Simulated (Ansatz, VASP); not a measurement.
# Two plane-wave programs on SrFe3

The input INCAR:

```
PREC     = Accurate       # precision mode
ENCUT    = 520            # plane-wave cutoff, eV
EDIFF    = 1E-7           # SCF threshold, eV
ISMEAR   = 0              # smearing method
SIGMA    = 0.05           # smearing width, eV
LREAL    = False          # projectors in reciprocal space
LASPH    = True           # aspherical terms in the spheres
NELM     = 150            # most SCF steps
ALGO     = Normal         # electronic algorithm
ISIF     = 2              # what is computed and relaxed
LWAVE    = False          # write WAVECAR
LCHARG   = True           # write CHGCAR
ISPIN    = 2              # spin polarisation
MAGMOM   = 0 2.98 2.98 2.98 # initial moments
LORBIT   = 11             # projections on sites
LMAXMIX  = 4              # l up to which the mixer works
GGA      = PS             # functional
LELF     = True           # ELF
LVHAR    = True         
NBANDS   = 29             # bands
```

File KPOINTS:

```
Automatic mesh
0
Gamma
  8 8 8
```

Contents of POSCAR:

```
SrFe3
1.0
    4.1411954389      0.0000000000      0.0000000000
    0.0000000000      4.1411954389      0.0000000000
    0.0000000000      0.0000000000      4.1411954389
Sr Fe
1 3
Direct
    0.0000000000      0.0000000000      0.0000000000
    0.0000000000      0.5000000000      0.5000000000
    0.5000000000      0.5000000000      0.0000000000
    0.5000000000      0.0000000000      0.5000000000
```

Input for Ansatz:

```yaml
crystal:
  lattice:
    - [4.1411954389, 0.0, 0.0]
    - [0.0, 4.1411954389, 0.0]
    - [0.0, 0.0, 4.1411954389]
  atoms:
    - { symbol: Sr, position: [0.0, 0.0, 0.0] }
    - { symbol: Fe, position: [0.0, 0.5, 0.5], spin: 2.98 }
    - { symbol: Fe, position: [0.5, 0.5, 0.0], spin: 2.98 }
    - { symbol: Fe, position: [0.5, 0.0, 0.5], spin: 2.98 }
basis:
  ecutwfc: 420
  ecutrho_ratio: 4
kpoints:
  mp_grid: { grid: [8, 8, 8] }
hamiltonian:
  xc: pbesol
scf:
  occupations: { method: gaussian, width: 0.05 }
output:
  forces: true
  stress: true
  eigenvalues: true
  populations: true
magnetization:
  spin_polarized: true
```

Alike in both runs: task single point; functional PBEsol; k mesh 8 × 8 × 8; occupations gaussian, width 0.05 eV; collinear spin.

|  | VASP | Ansatz |
| --- | --- | --- |
| version | VASP 6.6.1 | Ansatz 0.2.0 |
| potentials or method | VASP PAW PBE potentials, release 64 (Sr_sv, Fe), cutoff 520 eV | scalar-relativistic, plane waves, PAW |
| valence electrons in the cell | 34 | 58 |

VASP gave:

- gap on the k mesh at the Fermi level (eV): none
- pressure (GPa): -6.4
- net moment per atom (μB): 1.93
- size of the moment on the site where the two differ most (μB): 2.63

Task: Estimate Ansatz's values.

Result: gap on the k mesh at the Fermi level (eV): none; pressure (GPa): -6.7; net moment per atom (μB): 1.93; size of the moment on the site where the two differ most (μB): 2.68.

VASP's potentials were made for PBE, not for PBEsol. Site moments also hang on the region over which each program counts them. A gap of «none» marks a metal or a gap that the smearing closes. VASP's potentials hold 34 valence electrons a cell and Ansatz's 58, so a difference there can come from the potentials and not from the codes.
